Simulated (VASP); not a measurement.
Here is a VASP 6.6.1 calculation.

INCAR

```
SYSTEM = H3C5
PREC = Accurate
ENCUT = 520
EDIFF = 1E-6
ISMEAR = -1
SIGMA = 0.05
LREAL = Auto
LASPH = .True.
NELM = 80
ALGO = Normal
ISIF = 2
LWAVE = .False.
LCHARG = .False.
GGA = PE
IVDW = 12
NBANDS = 68
```

The input KPOINTS:

```
Automatic mesh
0
Gamma
  2 2 1
  0 0 0
```

The input POSCAR:

```
H3C5
1.0
    5.0487420000      0.0000000000      0.0000000000
    0.0000000000      5.0487420000      0.0000000000
    0.0000000000      0.0000000000     17.1355610000
H C
12 20
Direct
    0.4277897346      0.0000000000      0.0583581711
    0.0722160095      0.0000000000      0.0583581711
    0.9277954786      0.0000000000      0.0583581711
    0.5722217535      0.0000000000      0.0583581711
    0.4277897346      0.5000057440      0.0583581711
    0.0722160095      0.5000057440      0.0583581711
    0.9277954786      0.5000057440      0.0583581711
    0.5722217535      0.5000057440      0.0583581711
    0.7342225053      0.0268977896      0.3608869298
    0.2747813218      0.5006791791      0.3634313461
    0.7643884358      0.4810109132      0.3575721857
    1.2607299006      0.9944061313      0.3607527060
    0.2500028720      0.0000000000      0.0953981022
    0.7500086160      0.0000000000      0.0953981022
    0.2500028720      0.5000057440      0.0953981022
    0.7500086160      0.5000057440      0.0953981022
    0.2500028720      0.2500028720      0.1474827699
    0.7500086160      0.2500028720      0.1474827699
    0.2500028720      0.7500086160      0.1474827699
    0.7500086160      0.7500086160      0.1474827699
   -0.0029908441      0.2527164193      0.1978983939
    0.4868143391      0.2442984807      0.1930663373
   -0.0085565870      0.7558318488      0.2039968227
    0.4834075498      0.7421650780      0.2040610167
    0.0030700717      0.0148353788      0.2525800002
    0.4970545138      0.0143996267      0.2516754485
   -0.0032483339      0.4878641056      0.2518972096
    0.4917858746      0.4759601501      0.2554862371
    0.2490125263      0.0953504853      0.3037309371
    0.7504245612      0.0987770815      0.3003578348
    0.2497849959      0.4013078902      0.3048864289
    0.7574560158      0.3996837232      0.2994999697
```

Potentials or basis: VASP PAW PBE potentials, release 64 (H, C).

Run with:

```sh
$ cat potpaw_PBE.64/H/POTCAR potpaw_PBE.64/C/POTCAR > POTCAR
$ mpirun -np 1 vasp_std > vasp.out
```

Q: Predict the largest force.

A: 8.961 eV/Å.

Q: Predict the dispersion energy per atom.

A: -0.104 eV.

Q: Predict the band gap on the k mesh.

A: 1.72 eV.

Forces in eV/Å, atoms in the order of the input:
```
H   -8.937 -0.012  0.108
H    8.955 -0.102  0.090
H   -8.916 -0.098  0.091
H    8.961 -0.011  0.096
H   -8.936  0.058  0.118
H    8.960  0.032  0.087
H   -8.927  0.027  0.069
H    8.957  0.063  0.120
H    0.288 -0.372 -0.160
H   -0.696 -0.495 -0.611
H   -0.174  0.402  0.717
H   -0.261  0.184 -0.070
C   -0.087 -0.176  0.936
C    0.072 -0.125  1.105
C   -0.172  0.163  0.956
C    0.253  0.125  1.119
C   -2.023 -0.002 -3.507
C   -0.820 -0.001 -2.516
C   -1.161 -0.154  0.388
C   -1.090 -0.137  0.671
C    0.865 -0.395 -1.558
C    2.983  0.660  3.007
C    1.146 -0.977 -0.053
C    2.324  0.829  0.880
C   -0.944  1.091  1.338
C   -0.434  0.448  0.545
C    0.639 -0.814  1.275
C    0.824  0.015 -1.663
C    0.393 -2.091 -1.289
C   -0.267 -2.300 -0.815
C    0.109  2.073 -0.780
C   -1.885  2.091 -0.696
```

Caveat: the k points lie up to 0.62 Å⁻¹ apart.
